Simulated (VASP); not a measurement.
# Co (P6/mmm) in VASP: single point with PBE

Aim: the single point of Co with PBE.

All numbers are computed with VASP 6.6.1; they aren't measurements. Logs are shortened: lines on timing, memory, paths and dates and some standing lists are left out, and cuts for length are marked.

**1. The cell of the first run**

The structure is hexagonal, space group P6/mmm (No. 191). Conventional cell: a = 3.961 Å, b = 3.961 Å, c = 2.440 Å, α = 90.00°, β = 90.00°, γ = 120.00°. Within 3.2 Å of Co (site symmetry 6/mmm) lie 14 Co at 2.44 to 2.59 Å. Co (site symmetry -6m2) has 11 Co at 2.29 to 2.59 Å within 3.0 Å.

This isn't the form of Co at room conditions, which is hcp.

**2. Single point, PBE, collinear spin, ferromagnetic start (11.05 Å³/atom)**

Input file INCAR:

```
PREC = Accurate
ENCUT = 520
EDIFF = 1E-6
ISMEAR = -1
SIGMA = 0.05
LREAL = False
LASPH = True
NELM = 150
ALGO = Normal
ISIF = 2
LWAVE = False
LCHARG = False
ISPIN = 2
MAGMOM = 1.7 1.7 1.7
LORBIT = 11
LMAXMIX = 4
GGA = PE
NBANDS = 24
```

Input file KPOINTS:

```
Automatic mesh
0
Gamma
  10 10 14
```

Input file POSCAR:

```
Co
1.0
    3.9609874913      0.0000000000      0.0000000000
   -1.9804937456      3.4303157915      0.0000000000
    0.0000000000      0.0000000000      2.4403879364
Co
3
Direct
    0.0000000000      0.0000000000      0.0000000000
    0.3333333333      0.6666666667      0.5000000000
    0.6666666667      0.3333333333      0.5000000000
```

Potentials or basis: VASP PAW PBE potentials, release 64 (Co).

Command:

```bash
$ cat potpaw_PBE.64/Co/POTCAR > POTCAR
$ mpirun -np 1 vasp_std > vasp.out
```

OUTCAR:

```text
PREC = Accurate
   ENCUT = 520
   EDIFF = 1E-6
   ISMEAR = -1
   LREAL = False
   LASPH = True
   NELM = 150
   ISIF = 2
   ISPIN = 2
   LORBIT = 11
   GGA = PE

 ion  position               nearest neighbor table
   1  0.000  0.000  0.000-   2 2.59   3 2.59   2 2.59   3 2.59   2 2.59   2 2.59   3 2.59   3 2.59
                             3 2.59   3 2.59   2 2.59   2 2.59
   2  0.333  0.667  0.500-   3 2.29   3 2.29   3 2.29   1 2.59   1 2.59   1 2.59   1 2.59   1 2.59
                             1 2.59
   3  0.667  0.333  0.500-   2 2.29   2 2.29   2 2.29   1 2.59   1 2.59   1 2.59   1 2.59   1 2.59
                             1 2.59

  LATTYP: Found a hexagonal cell.
 ALAT       =     3.9609874913
 C/A-ratio  =     0.6161059437

  Lattice vectors:

 A1 = (   3.9609874913,   0.0000000000,   0.0000000000)
 A2 = (  -1.9804937456,   3.4303157915,   0.0000000000)
 A3 = (   0.0000000000,   0.0000000000,   2.4403879364)

Analysis of symmetry for initial positions (statically):
=====================================================================
 Subroutine PRICEL returns:
 Original cell was already a primitive cell.

 Routine SETGRP: Setting up the symmetry group for a
 hexagonal supercell.

 Subroutine GETGRP returns: Found 24 space group operations
 (whereof 24 operations were pure point group operations)
 out of a pool of 24 trial point group operations.

The static configuration has the point symmetry D_6h.

Analysis of symmetry for dynamics (positions and initial velocities):
=====================================================================
 Subroutine PRICEL returns:
 Original cell was already a primitive cell.

 Routine SETGRP: Setting up the symmetry group for a
 hexagonal supercell.

 Subroutine GETGRP returns: Found 24 space group operations
 (whereof 24 operations were pure point group operations)
 out of a pool of 24 trial point group operations.

The dynamic configuration has the point symmetry D_6h.

Analysis of structural, dynamic, and magnetic symmetry:
=====================================================================
 Subroutine PRICEL returns:
 Original cell was already a primitive cell.

 Routine SETGRP: Setting up the symmetry group for a
 hexagonal supercell.

 Subroutine GETGRP returns: Found 24 space group operations
 (whereof 24 operations were pure point group operations)
 out of a pool of 24 trial point group operations.

The overall configuration has the point symmetry D_6h.

 Subroutine INISYM returns: Found 24 space group operations
 (whereof 24 operations are pure point group operations),
 and found     1 'primitive' translations

----------------------------------------------------------------------------------------

                                     Primitive cell

  volume of cell :      33.1586

  direct lattice vectors                    reciprocal lattice vectors
     3.960987491  0.000000000  0.000000000     0.252462297  0.145759175  0.000000000
    -1.980493746  3.430315791  0.000000000     0.000000000  0.291518350  0.000000000
     0.000000000  0.000000000  2.440387936     0.000000000  0.000000000  0.409770916

  length of vectors
     3.960987491  3.960987491  2.440387936     0.291518350  0.291518350  0.409770916

  position of ions in fractional coordinates (direct lattice)
     0.000000000  0.000000000  0.000000000
     0.333333333  0.666666667  0.500000000
     0.666666667  0.333333333  0.500000000

  ion indices of the primitive-cell ions
   primitive index   ion index
                 1           1
                 2           2
                 3           3

----------------------------------------------------------------------------------------

 KPOINTS: Automatic mesh

Automatic generation of k-mesh.
 Grid dimensions read from file:
 generate k-points for:   10   10   14

 Generating k-lattice:

  Cartesian coordinates                     Fractional coordinates (reciprocal lattice)
     0.025246230  0.014575918  0.000000000     0.100000000  0.000000000  0.000000000
     0.000000000  0.029151835  0.000000000     0.000000000  0.100000000  0.000000000
     0.000000000  0.000000000  0.029269351     0.000000000  0.000000000  0.071428571

  Length of vectors
     0.029151835  0.029151835  0.029269351

  Shift w.r.t. Gamma in fractional coordinates (k-lattice)
     0.000000000  0.000000000  0.000000000

 Subroutine IBZKPT returns following result:
 ===========================================

 Found    112 irreducible k-points:

 Following reciprocal coordinates:
            Coordinates               Weight
  0.000000  0.000000  0.000000      1.000000
  0.100000 -0.000000  0.000000      6.000000
  0.200000 -0.000000  0.000000      6.000000
  0.300000  0.000000  0.000000      6.000000
  0.400000  0.000000  0.000000      6.000000
  0.500000 -0.000000  0.000000      3.000000
[... 16 lines left out ...]
  0.300000  0.100000  0.071429     24.000000
  0.400000  0.100000  0.071429     24.000000
 [... further k-points ...]
   k-points           NKPTS =    112   k-points in BZ     NKDIM =    112   number of bands    NBANDS=     24
   number of dos      NEDOS =    301   number of ions     NIONS =      3
   total plane-waves  NPLWV =  16200
   dimension x,y,z NGX =    30 NGY =   30 NGZ =   18
   dimension x,y,z NGXF=    60 NGYF=   60 NGZF=   36
   ions per type =               3
   NGX,Y,Z   is equivalent  to a cutoff of  12.59, 12.59, 12.26 a.u.
   NGXF,Y,Z  is equivalent  to a cutoff of  25.18, 25.18, 24.52 a.u.
 SYSTEM =  unknown system
   PREC   = accura    normal or accurate (medium, high low for compatibility)
   ISTART =      0    job   : 0-new  1-cont  2-samecut
   ICHARG =      2    charge: 1-file 2-atom 10-const
   ISPIN  =      2    spin polarized calculation?
   LNONCOLLINEAR =      F non collinear calculations
   LSORBIT =      F    spin-orbit coupling
   LASPH  =      T    aspherical Exc in radial PAW
   ENCUT  =  520.0 eV  38.22 Ry    6.18 a.u.   7.36  7.36  4.54*2*pi/ulx,y,z
   NELM   =    150;   NELMIN=  2; NELMDL= -5     # of ELM steps
   EDIFF  = 0.1E-05   stopping-criterion for ELM
   LREAL  =      F    real-space projection
   EDIFFG = 0.1E-04   stopping-criterion for IOM
   NSW    =      0    number of steps for IOM
   IBRION =     -1    ionic relax: 0-MD 1-quasi-New 2-CG
   NFREE  =      0    steps in history (QN), initial steepest desc. (CG)
   ISIF   =      2    stress and relaxation
   ISYM   =      2    0-nonsym 1-usesym 2-fastsym
   POTIM  = 0.5000    time-step for ionic-motion
   TEBEG  =    0.0;   TEEND  =   0.0 temperature during run
   PSTRESS=    0.0 pullay stress
   NELECT =      27.0000    total number of electrons
   NUPDOWN=      -1.0000    fix difference up-down
   EMIN   =  10.00;   EMAX   =-10.00  energy-range for DOS
   EFERMI =   0.00;   METHOD = LEGACY
   ISMEAR =    -1;   SIGMA  =   0.05  broadening in eV -4-tet -1-fermi 0-gaus
   EFERMI_NEDOS =   21; number of points for ismear=-14 and -15
   IALGO  =     38    algorithm
   IMIX   =      4    mixing-type and parameters
     AMIX     =   0.40;   BMIX     =  1.00
     AMIX_MAG =   1.60;   BMIX_MAG =  1.00
  volume/ion in A,a.u.               =      11.05        74.59
  Fermi-wavevector in a.u.,A,eV,Ry     =   1.528729  2.888880 31.796998  2.337013
  Thomas-Fermi vector in A             =   2.636448
   LORBIT       =     11    0 simple, 1 ext, 2 COOP (PROOUT), +10 PAW based schemes
   GGA     = PE    functional components
   LHFCALC =     F    Hartree Fock is set to
   AEXX    =    0.0000 exact exchange contribution
   IVDW    =     0    specifies the selected vdW correction
   LEPSILON=     F    determine dielectric tensor
   LRPA    =     F    only Hartree local field effects (RPA)
 spin polarized calculation
  energy-cutoff  :      520.00
  volume of cell :       33.16
 maximum number of plane-waves:       919
 NGX is ok and might be reduce to    30
   NGX = 15   NGY = 15   NGZ =  9

 number of electron      27.0000019 magnetization       4.9231265

 Free energy of the ion-electron system (eV)
  ---------------------------------------------------
  ext. energy  EPLUGINS =         0.00000000
  ---------------------------------------------------
  free energy    TOTEN  =       -20.87265825 eV

  energy without entropy =      -20.85379139  energy(sigma->0) =      -20.86322482

 E-fermi :  10.1026     XC(G=0): -13.2859

 val. band max:       10.1012783522   @ k =   0.4000   0.2000   0.2143
 cond. band min:      10.1036057991   @ k =   0.2000   0.2000   0.0714
 fundamental gap:      0.0023274469
 Fermi energy:        10.1026025712

 spin component 1

 k-point     1 :       0.0000    0.0000    0.0000
  band No.  band energies     occupation
      1       1.2041      1.00000
      2       5.4353      1.00000
      3       6.6611      1.00000
      4       6.6611      1.00000
      5       6.7074      1.00000
      6       6.7074      1.00000
[... 16 lines left out ...]
     23      25.9955      0.00000
     24      32.6017      0.00000
[... 598 lines left out ...]
      2       4.7214      1.00000
      3       5.0919      1.00000
      4       6.4526      1.00000
      5       6.5148      1.00000
      6       6.7137      1.00000
[... 16 lines left out ...]
     23      28.1203      0.00000
     24      28.8331      0.00000

 [... further k-points ...]

 spin component 2

 k-point     1 :       0.0000    0.0000    0.0000
  band No.  band energies     occupation
      1       1.2135      1.00000
      2       6.6064      1.00000
      3       7.8051      1.00000
      4       7.8051      1.00000
      5       7.8405      1.00000
      6       7.8405      1.00000
[... 16 lines left out ...]
     23      26.1781      0.00000
     24      32.9458      0.00000
[... 598 lines left out ...]
      2       4.9937      1.00000
      3       6.0100      1.00000
      4       7.7897      1.00000
      5       7.9116      1.00000
      6       8.0866      1.00000
[... 16 lines left out ...]
     23      28.4475      0.00000
     24      29.0433      0.00000

 [... further k-points ...]
[... 5 lines left out ...]
  --------------------------------------------------------------------------------------
  -------------------------------------------------------------------------------------
  Total       -0.1378513     -0.1378513     -0.1565907     -0.0000000      0.0000000      0.0000000
  in kB       -6.6607784     -6.6607784     -7.5662389     -0.0000000      0.0000000      0.0000000
  external PRESSURE =      -6.9625985 kB  Pullay stress =       0.0000000 kB

 VOLUME and BASIS-vectors are now :
 -----------------------------------------------------------------------------
  energy-cutoff  :      520.00
  volume of cell :       33.16
      direct lattice vectors                 reciprocal lattice vectors
     3.960987491  0.000000000  0.000000000     0.252462297  0.145759175  0.000000000
    -1.980493746  3.430315791  0.000000000     0.000000000  0.291518350  0.000000000
     0.000000000  0.000000000  2.440387936     0.000000000  0.000000000  0.409770916

 POSITION                                       TOTAL-FORCE (eV/Angst)
 -----------------------------------------------------------------------------------
      0.00000      0.00000      0.00000         0.000000      0.000000      0.000000
     -0.00000      2.28688      1.22019         0.000000      0.000000     -0.000000
      1.98049      1.14344      1.22019        -0.000000      0.000000      0.000000
 -----------------------------------------------------------------------------------
    total drift:                               -0.000000      0.000000      0.000000

  FREE ENERGIE OF THE ION-ELECTRON SYSTEM (eV)
  ---------------------------------------------------
  free  energy   TOTEN  =       -20.8726582544 eV

  energy  without entropy=      -20.8537913866  energy(sigma->0) =      -20.86322482

 total charge

# of ion       s       p       d       tot
------------------------------------------
    1        0.462   0.489   7.244   8.195
    2        0.497   0.518   7.273   8.288
    3        0.497   0.518   7.273   8.288
--------------------------------------------------
tot          1.456   1.525  21.790  24.770

 magnetization (x)

# of ion       s       p       d       tot
------------------------------------------
    1       -0.008  -0.053   1.685   1.623
    2       -0.011  -0.048   1.739   1.681
    3       -0.011  -0.048   1.739   1.681
--------------------------------------------------
tot         -0.030  -0.148   5.162   4.984
```

It took 6.6 min on 1 thread of Intel Xeon 8259CL, shared host; peak memory 0.24 GiB.

Results:

- Free energy: -20.8727 eV
- Pressure: -0.7 GPa
- Net moment: 4.92 μB per cell
- Site moments: Co +1.62, +1.68 (each value once) μB
- Valence electrons inside the program's atomic spheres: Co 8.20, 8.29 (each value once)
